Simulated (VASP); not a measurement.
Input of a VASP 6.6.1 run:

File POSCAR:

```
Rh
1.0
    3.7999434070      0.0000000000      0.0000000000
    0.0000000000     -3.7999434070      0.0000000000
    0.0000000000      0.0000000000     -3.7999434070
Rh
4
Direct
    0.0000000000      0.5000000000      0.5000000000
    0.5000000000      0.0000000000      0.5000000000
    0.5000000000      0.5000000000      0.0000000000
    0.0000000000      0.0000000000      0.0000000000
```

The input INCAR.step1:

```
PREC = Accurate
ENCUT = 600
ISMEAR = 0
SIGMA = 0.1
LREAL = False
LASPH = True
NELM = 60
GGA = PE
ALGO = Normal
EDIFF = 1E-4
LWAVE = True
LCHARG = False
```

INCAR.step2

```
PREC = Accurate
ENCUT = 600
EDIFF = 1E-6
ISMEAR = 0
SIGMA = 0.1
LREAL = False
LASPH = True
NELM = 60
ALGO = Normal
ISIF = 3
LWAVE = False
LCHARG = False
METAGGA = R2SCAN
LMIXTAU = True
IBRION = 2
NSW = 80
EDIFFG = -0.015
ISTART = 1
```

File KPOINTS:

```
regular mesh
0
Gamma
  12 12 12
```

Potentials or basis: VASP PAW PBE potentials, release 64 (Rh_pv).

Launch:

```bash
$ cat potpaw_PBE.64/Rh_pv/POTCAR > POTCAR
$ cp INCAR.step1 INCAR
$ mpirun -np 1 vasp_std > vasp.out
$ cp INCAR.step2 INCAR
$ mpirun -np 1 vasp_std > vasp.out
```

Question: Estimate the space group after relaxing (to 0.1 Å).

Answer: Fm-3m (No. 225).

Question: Estimate the relaxed volume.

Answer: 13.77 Å³/atom.

Question: What does it give for the relaxed cell?

Answer: a = 3.805 Å, b = 3.805 Å, c = 3.805 Å, α = 90.00°, β = 90.00°, γ = 90.00°.

Question: Estimate the band gap on the k mesh.

Answer: Zero (bands 30 and 31 overlap by 2.15 eV).

Step by step:
```csv
step,energy change (eV),largest force (eV/Å),pressure (GPa),volume (Å³)
1,0.0000,0.0000,1.06,54.87
2,0.0037,0.0000,-2.62,55.59
3,-0.0007,0.0000,0.02,55.07
```

Caveat: the PAW data sets were made with another functional, which shifts forces and pressure a little.
